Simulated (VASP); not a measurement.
Crystal: AgBr.

```
Ag Br
1.0
     0.00000    2.89276    2.89276
     2.89276    0.00000    2.89276
     2.89276    2.89276    0.00000
Ag Br
1 1
Cartesian
  0.0000 0.0000 0.0000
  2.8928 2.8928 2.8928
```

Base run:

```yaml
Program: VASP 6.6.1
Functional: r2SCAN
Potentials_or_basis: VASP PAW PBE potentials, release 64 (Ag, Br)
Cutoff: 550 eV
k_mesh: 8 × 8 × 8
Occupations: gaussian, width 0.01 eV
Spin: no spin polarisation
```

Its results: band gap on the k mesh 1.25 eV, indirect (least direct gap 3.19 eV); pressure -0.1 GPa.

Question: The run is repeated on the same cell with these changes: functional from r2SCAN to LDA; potentials or basis from VASP PAW PBE potentials, release 64 (Ag, Br) to VASP PAW LDA potentials, release 64 (Ag, Br); cutoff from 550 eV to 500 eV. What comes out?

Answer: Band gap on the k mesh 0.41 eV, indirect (least direct gap 2.26 eV); pressure -5.0 GPa.

Caveats: the PAW data sets were made with another functional, which shifts forces and pressure a little (some runs).

A k mesh can miss the band edges.
